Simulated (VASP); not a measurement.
# Ge (Cmmm) in VASP: single point with LDA

Aim: the single point of Ge with LDA.

Program: VASP 6.6.1. These are calculated values, not measurements. Logs are shortened: lines on timing, memory, paths and dates and some standing lists are left out, and cuts for length are marked.

### Step 1. The cell of the first run

It takes space group Cmmm (No. 65, orthorhombic). The conventional cell has a = 2.794 Å, b = 5.201 Å, c = 2.698 Å, α = 90.00°, β = 90.00°, γ = 90.00°. Ge (site symmetry mmm) has 8 Ge at 2.70 to 2.95 Å within 3.6 Å.

### Step 2. Single point, LDA

INCAR

```
SYSTEM = Ge
PREC = Accurate ; ENCUT = 500
EDIFF = 1E-6 ; ISMEAR = -1
SIGMA = 0.1 ; LREAL = .False.
LASPH = .True. ; NELM = 120
ALGO = Normal ; ISIF = 2
LWAVE = .False. ; LCHARG = .False.
GGA = CA ; NBANDS = 13
GGA_COMPAT = .False.
```

KPOINTS

```
regular mesh
0
Gamma
  9 9 9
  0 0 0
```

POSCAR

```
Ge
1.0
    1.3971490000     -2.6005160000      0.0000000000
    1.3971490000      2.6005160000      0.0000000000
    0.0000000000      0.0000000000      2.6982310000
Ge
1
Direct
    0.5000000000      0.5000000000      0.0000000000
```

Potentials or basis: VASP PAW LDA potentials, release 64 (Ge_d).

Command:

```console
$ cat potpaw_LDA.64/Ge_d/POTCAR > POTCAR
$ mpirun -np 1 vasp_std > vasp.out
```

OUTCAR:

```text
SYSTEM = Ge
   PREC = Accurate
   ENCUT = 500
   EDIFF = 1E-6
   ISMEAR = -1
   LREAL = .False.
   LASPH = .True.
   NELM = 120
   ISIF = 2
   GGA = CA

 ion  position               nearest neighbor table
   1  0.500  0.500  0.000-

  LATTYP: Found a base centered orthorhombic cell.
 ALAT       =     2.7942980000
 B/A-ratio  =     1.8613018368
 C/A-ratio  =     0.9656203454

  Lattice vectors:

 A1 = (   1.3971490000,  -2.6005160000,   0.0000000000)
 A2 = (   1.3971490000,   2.6005160000,   0.0000000000)
 A3 = (   0.0000000000,   0.0000000000,   2.6982310000)

Analysis of symmetry for initial positions (statically):
=====================================================================
 Subroutine PRICEL returns:
 Original cell was already a primitive cell.

 Routine SETGRP: Setting up the symmetry group for a
 base centered orthorhombic supercell.

 Subroutine GETGRP returns: Found  8 space group operations
 (whereof  8 operations were pure point group operations)
 out of a pool of  8 trial point group operations.

The static configuration has the point symmetry D_2h.

Analysis of symmetry for dynamics (positions and initial velocities):
=====================================================================
 Subroutine PRICEL returns:
 Original cell was already a primitive cell.

 Routine SETGRP: Setting up the symmetry group for a
 base centered orthorhombic supercell.

 Subroutine GETGRP returns: Found  8 space group operations
 (whereof  8 operations were pure point group operations)
 out of a pool of  8 trial point group operations.

The dynamic configuration has the point symmetry D_2h.

 Subroutine INISYM returns: Found  8 space group operations
 (whereof  8 operations are pure point group operations),
 and found     1 'primitive' translations

----------------------------------------------------------------------------------------

                                     Primitive cell

  volume of cell :      19.6070

  direct lattice vectors                    reciprocal lattice vectors
     1.397149000 -2.600516000  0.000000000     0.357871637 -0.192269534  0.000000000
     1.397149000  2.600516000  0.000000000     0.357871637  0.192269534  0.000000000
     0.000000000  0.000000000  2.698231000     0.000000000  0.000000000  0.370613191

  length of vectors
     2.952068562  2.952068562  2.698231000     0.406250763  0.406250763  0.370613191

[... 78 lines left out ...]
   EDIFF  = 0.1E-05   stopping-criterion for ELM
   LREAL  =      F    real-space projection
   EDIFFG = 0.1E-04   stopping-criterion for IOM
   NSW    =      0    number of steps for IOM
   IBRION =     -1    ionic relax: 0-MD 1-quasi-New 2-CG
   NFREE  =      0    steps in history (QN), initial steepest desc. (CG)
   ISIF   =      2    stress and relaxation
   ISYM   =      2    0-nonsym 1-usesym 2-fastsym
   POTIM  = 0.5000    time-step for ionic-motion
   TEBEG  =    0.0;   TEEND  =   0.0 temperature during run
   PSTRESS=    0.0 pullay stress
   NELECT =      14.0000    total number of electrons
   NUPDOWN=      -1.0000    fix difference up-down
   EMIN   =  10.00;   EMAX   =-10.00  energy-range for DOS
   EFERMI =   0.00;   METHOD = LEGACY
   ISMEAR =    -1;   SIGMA  =   0.10  broadening in eV -4-tet -1-fermi 0-gaus
   EFERMI_NEDOS =   21; number of points for ismear=-14 and -15
   IALGO  =     38    algorithm
   IMIX   =      4    mixing-type and parameters
     AMIX     =   0.40;   BMIX     =  1.00
     AMIX_MAG =   1.60;   BMIX_MAG =  1.00
  volume/ion in A,a.u.               =      19.61       132.31
  Fermi-wavevector in a.u.,A,eV,Ry     =   1.463234  2.765111 29.130796  2.141053
  Thomas-Fermi vector in A             =   2.579353
   LORBIT       =      0    0 simple, 1 ext, 2 COOP (PROOUT), +10 PAW based schemes
   GGA     = CA    functional components
   LHFCALC =     F    Hartree Fock is set to
   AEXX    =    0.0000 exact exchange contribution
   IVDW    =     0    specifies the selected vdW correction
   LEPSILON=     F    determine dielectric tensor
   LRPA    =     F    only Hartree local field effects (RPA)
 non-spin polarized calculation
  energy-cutoff  :      500.00
  volume of cell :       19.61
 maximum number of plane-waves:       509
 NGX is ok and might be reduce to    24
   NGX = 11   NGY = 11   NGZ =  9

 number of electron      14.0000003 magnetization

 Free energy of the ion-electron system (eV)
  ---------------------------------------------------
  ext. energy  EPLUGINS =         0.00000000
  ---------------------------------------------------
  free energy    TOTEN  =        -4.97821311 eV

  energy without entropy =       -4.96776555  energy(sigma->0) =       -4.97298933

 E-fermi :   5.9587     XC(G=0): -11.3206

 val. band max:        5.9093237855   @ k =  -0.3333   0.3333   0.3333
 cond. band min:       6.0621455117   @ k =   0.2222   0.1111   0.1111
 fundamental gap:      0.1528217263
 Fermi energy:         5.9586548943

 k-point     1 :       0.0000    0.0000    0.0000
  band No.  band energies     occupation
      1     -18.8897      2.00000
      2     -18.8177      2.00000
      3     -18.7673      2.00000
      4     -18.6701      2.00000
      5     -18.6577      2.00000
      6      -6.9253      2.00000
      7      12.5313      0.00000
      8      12.9799      0.00000
      9      14.4596      0.00000
     10      16.1964      0.00000
     11      18.4813      0.00000
     12      20.8114      0.00000
     13      21.0121      0.00000
[... 354 lines left out ...]
  band No.  band energies     occupation
      1     -18.8670      2.00000
      2     -18.7811      2.00000
      3     -18.7082      2.00000
      4     -18.6921      2.00000
      5     -18.6707      2.00000
      6      -2.5678      2.00000
      7       0.7313      2.00000
      8       8.6861      0.00000
      9      15.8505      0.00000
     10      17.9436      0.00000
     11      21.9223      0.00000
     12      22.3838      0.00000
     13      22.7359      0.00000

 [... further k-points ...]
[... 5 lines left out ...]
  --------------------------------------------------------------------------------------
  -------------------------------------------------------------------------------------
  Total       -0.5413961     -0.6700400     -0.9436359     -0.0000000      0.0000000      0.0000000
  in kB      -44.2399221    -54.7519931    -77.1087514     -0.0000000      0.0000000      0.0000000
  external PRESSURE =     -58.7002222 kB  Pullay stress =       0.0000000 kB

 VOLUME and BASIS-vectors are now :
 -----------------------------------------------------------------------------
  energy-cutoff  :      500.00
  volume of cell :       19.61
      direct lattice vectors                 reciprocal lattice vectors
     1.397149000 -2.600516000  0.000000000     0.357871637 -0.192269534  0.000000000
     1.397149000  2.600516000  0.000000000     0.357871637  0.192269534  0.000000000
     0.000000000  0.000000000  2.698231000     0.000000000  0.000000000  0.370613191

 POSITION                                       TOTAL-FORCE (eV/Angst)
 -----------------------------------------------------------------------------------
      1.39715      0.00000      0.00000        -0.000000      0.000000      0.000000
 -----------------------------------------------------------------------------------
    total drift:                               -0.000000     -0.000000     -0.000000

  FREE ENERGIE OF THE ION-ELECTRON SYSTEM (eV)
  ---------------------------------------------------
  free  energy   TOTEN  =        -4.9782131137 eV

  energy  without entropy=       -4.9677655491  energy(sigma->0) =       -4.97298933
```

OSZICAR:

```text
N       E                     dE             d eps       ncg     rms          rms(c)
DAV:   1     0.625396101104E+02    0.62540E+02   -0.70680E+03  3477   0.283E+03
DAV:   2     0.623213654920E+00   -0.61916E+02   -0.59172E+02  3430   0.401E+02
DAV:   3    -0.491545354984E+01   -0.55387E+01   -0.55080E+01  3760   0.719E+01
DAV:   4    -0.499397700896E+01   -0.78523E-01   -0.78515E-01  3720   0.933E+00
DAV:   5    -0.499476488093E+01   -0.78787E-03   -0.78787E-03  3880   0.104E+00    0.135E+00
DAV:   6    -0.498307362314E+01    0.11691E-01   -0.82882E-03  4005   0.191E+00    0.744E-01
DAV:   7    -0.497839258930E+01    0.46810E-02   -0.52514E-03  4082   0.123E+00    0.751E-02
DAV:   8    -0.497821520110E+01    0.17739E-03   -0.58441E-04  3990   0.549E-01    0.280E-02
DAV:   9    -0.497821318862E+01    0.20125E-05   -0.10885E-05  4150   0.524E-02    0.515E-03
DAV:  10    -0.497821311365E+01    0.74966E-07   -0.34249E-07  2555   0.738E-03
   1 F= -.49782131E+01 E0= -.49729893E+01  d E =-.104476E-01
```

stdout:

```text
POSCAR found type information on POSCAR Ge
 POSCAR found :  1 types and       1 ions
 scaLAPACK will be used
 LDA part: xc-table for (Slater(with rela. corr.)+CA(PZ))
 , standard interpolation
 POSCAR, INCAR and KPOINTS ok, starting setup
 FFT: planning ... GRIDC
 FFT: planning ... GRID_SOFT
 FFT: planning ... GRID
 WAVECAR not read
 entering main loop
```

It took 7.9 s on 1 thread of Intel Xeon 6975P-C (Granite Rapids), shared host; peak memory 0.14 GiB.

What came out:

- Free energy: -4.9782 eV
- Pressure: -5.9 GPa
- Band gap on the k mesh: zero (band 7 reaches 12.53 eV, above the bottom of band 8 at 2.78 eV)
